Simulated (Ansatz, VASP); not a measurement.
Two plane-wave programs on AlB3As4

```xyz
8
Lattice="3.5201 0.0000 0.0000 -1.7601 3.0485 0.0000 0.0000 0.0000 11.9598" Properties=species:S:1:pos:R:3 pbc="T T T"
Al    0.0000    2.0323    0.0469
B     0.0000    2.0323    6.0030
B     1.7601    1.0162    3.2143
B     1.7601    1.0162    8.7798
As    0.0000    2.0323    2.5340
As    0.0000    2.0323    8.1079
As    1.7601    1.0162    5.3219
As    1.7601    1.0162   10.8652
```

Alike in both runs: functional PBE; k mesh 6 × 6 × 2; occupations gaussian, width 0.1 eV; no spin polarisation.

Ansatz relaxed the structure, and its values are those at the end. VASP's run is a single point on that final structure, the one shown.

```csv
,VASP,Ansatz
version,VASP 6.6.1,Ansatz 0.2.0
potentials or method,"VASP PAW PBE potentials, release 64 (Al, B, As), cutoff 520 eV","scalar-relativistic, plane waves, PAW"
valence electrons in the cell,32,72
```

|  | VASP | Ansatz | Ansatz less VASP |
| --- | --- | --- | --- |
| gap on the k mesh at the Fermi level (eV) | none | none | - |
| pressure (GPa) | 0.4 | 0.0 | -0.40 |
| rms of the force components (eV/Å) | 0.012 | 0.006 | -0.0065 |

A gap of «none» marks a metal or a gap that the smearing closes. With one functional, cell and mesh, what is left measures potentials, basis and numerics. VASP's potentials hold 32 valence electrons a cell and Ansatz's 72, so a difference there can come from the potentials and not from the codes.
